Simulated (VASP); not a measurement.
Runs of VASP 6.6.1 on VCrC2. The structure is trigonal, space group R-3m (No. 166). Conventional cell: a = 2.921 Å, b = 2.921 Å, c = 14.218 Å, α = 90.00°, β = 90.00°, γ = 120.00°. Within 2.7 Å of Cr (site symmetry -3m) lie 6 C at 2.05 Å. V (site symmetry -3m) has 6 C at 2.07 Å within 2.7 Å. C (site symmetry 3m) has 3 Cr at 2.05 Å and 3 V at 2.07 Å within 2.7 Å. 

```csv
spin,fixed moment (μB),k mesh,pressure (GPa),moment (μB),largest force (eV/Å)
"collinear, ferromagnetic start",1.2,9 × 9 × 9,1.3,1.20,(b)
"collinear, ferromagnetic start",3.8,9 × 9 × 9,18.2,3.80,(a)
"collinear, zero start",0.0,9 × 9 × 9,-2.5,0.00,0.01
"collinear, ferromagnetic start",2.5,9 × 9 × 9,7.3,2.50,0.13
"collinear, ferromagnetic start",-,11 × 11 × 11,-2.0,0.38,-
```

Alike in all rows: task single point; level PBE; potentials or basis VASP PAW PBE potentials, release 64 (Cr_pv, V_sv, C); cell as given; cutoff (eV) 520; smearing fermi-dirac 0.05 eV.

Q: Estimate the missing entries.

A: (a) 0.18; (b) 0.02.

Caveats: the total moment is fixed, so each spin has its own Fermi level (some runs); the moment fell far below its start of 4.5 μB, so a state of higher moment may lie lower in energy (some runs).
